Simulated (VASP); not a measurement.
Here is a VASP 6.6.1 calculation.

Contents of INCAR:

```
SYSTEM = TaN
ALGO = Normal
EDIFF = 1E-7
ENCUT = 520
GGA = PE
ISIF = 2
ISMEAR = -1
LASPH = .True.
LCHARG = .False.
LREAL = .False.
LWAVE = .False.
NBANDS = 24
NELM = 100
PREC = Accurate
SIGMA = 0.05
```

KPOINTS

```
k-points
0
Gamma
  10 10 6
  0 0 0
```

File POSCAR:

```
TaN
1.0
    3.0500020400      0.0000000000      0.0000000000
   -1.5250010200      2.6413792500      0.0000000000
    0.0000000000      0.0000000000      4.9400015300
Ta N
2 2
Direct
    0.3343610000      0.6671630000      0.0051720000
    0.6533940000      0.3209480000      0.4899110000
    0.3193440000      0.6513890000      0.3828010000
    0.6747370000      0.3299470000      0.8839750000
```

Potentials or basis: VASP PAW PBE potentials, release 64 (Ta_pv, N).

Command:

```console
$ cat potpaw_PBE.64/Ta_pv/POTCAR potpaw_PBE.64/N/POTCAR > POTCAR
$ mpirun -np 1 vasp_std > vasp.out
```

What does it give for the band gap on the k mesh?

Zero (band 16 reaches 10.81 eV, above the bottom of band 17 at 8.28 eV).

Estimate the largest force.

3.677 eV/Å.

Predict the pressure.

141.1 GPa.

Stress tensor (GPa, compression positive):
```
149.63   3.39   2.30
  3.39 151.03  -1.40
  2.30  -1.40 122.67
```

Caveat: the cell differs from its parent crystal (atoms moved at random); spin-orbit coupling is left out, which moves the levels of the heavy elements; forces of over 1 eV/Å act on the atoms, so gaps and moduli don't describe the material at rest.
